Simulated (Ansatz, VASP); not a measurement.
BaZrO3 in VASP and in Ansatz

File POSCAR:

```
BaZrO3
1.0
    4.1913400000      0.0000000000      0.0000000000
    0.0000000000      4.1913400000      0.0000000000
    0.0000000000      0.0000000000      4.1913400000
Ba Zr O
1 1 3
Direct
    0.0000000000      0.0000000000      0.0000000000
    0.5000000000      0.5000000000      0.5000000000
    0.0000000000      0.5000000000      0.5000000000
    0.5000000000      0.0000000000      0.5000000000
    0.5000000000      0.5000000000      0.0000000000
```

INCAR.step1

```
SYSTEM = BaZrO3
PREC = Accurate
ENCUT = 600
ISMEAR = 0
SIGMA = 0.01
LREAL = .FALSE.
LASPH = .TRUE.
NELM = 60
GGA = PE
ALGO = Normal
EDIFF = 1E-4
LWAVE = .TRUE.
LCHARG = .FALSE.
```

The input INCAR.step2:

```
SYSTEM = BaZrO3
PREC = Accurate
ENCUT = 600
EDIFF = 1E-7
ISMEAR = 0
SIGMA = 0.01
LREAL = .FALSE.
LASPH = .TRUE.
NELM = 60
ALGO = Normal
ISIF = 3
LWAVE = .FALSE.
LCHARG = .FALSE.
METAGGA = R2SCAN
LMIXTAU = .TRUE.
IBRION = 2
NSW = 80
EDIFFG = -0.01
ISTART = 1
```

The input KPOINTS:

```
regular mesh
0
G
  5 5 5
  0 0 0
```

Input for Ansatz:

```yaml
crystal:
  lattice:
    - [4.19134, 0.0, 0.0]
    - [0.0, 4.19134, 0.0]
    - [0.0, 0.0, 4.19134]
  atoms:
    - { symbol: Ba, position: [0.0, 0.0, 0.0] }
    - { symbol: Zr, position: [0.5, 0.5, 0.5] }
    - { symbol: O, position: [0.0, 0.5, 0.5] }
    - { symbol: O, position: [0.5, 0.0, 0.5] }
    - { symbol: O, position: [0.5, 0.5, 0.0] }
kpoints:
  mp_grid:
    grid: [5, 5, 5]
hamiltonian:
  xc: r2scan
  dispersion: none
scf:
  convergence:
    dr2_threshold: 1.0e-08
  occupations:
    method: fixed
relax:
  f_tol: 0.01
  cell: {}
```

Alike in both runs: task relaxation of cell and atoms; functional r2SCAN; k mesh 5 × 5 × 5; no spin polarisation.

|  | VASP | Ansatz |
| --- | --- | --- |
| version | VASP 6.6.1 | Ansatz 0.2.0 |
| potentials or method | VASP PAW PBE potentials, release 64 (Ba_sv, Zr_sv, O) | plane waves, PAW |
| plane-wave cutoff (eV) | 600 | 500 |
| occupations | gaussian, width 0.01 eV | fixed |
| valence electrons in the cell | 40 | 40 |

VASP gave:

| Item | Value |
| --- | --- |
| relaxed volume (Å³/atom) | 14.95 |
| relaxed cell length with the largest relative difference (Å) | 4.213 |

Estimate Ansatz's values.

relaxed volume (Å³/atom): 14.87; relaxed cell length with the largest relative difference (Å): 4.205.

VASP's potentials were made for PBE, not for r2SCAN. Ansatz's warnings: stress scf threshold loose.

Spin-orbit coupling is off throughout.
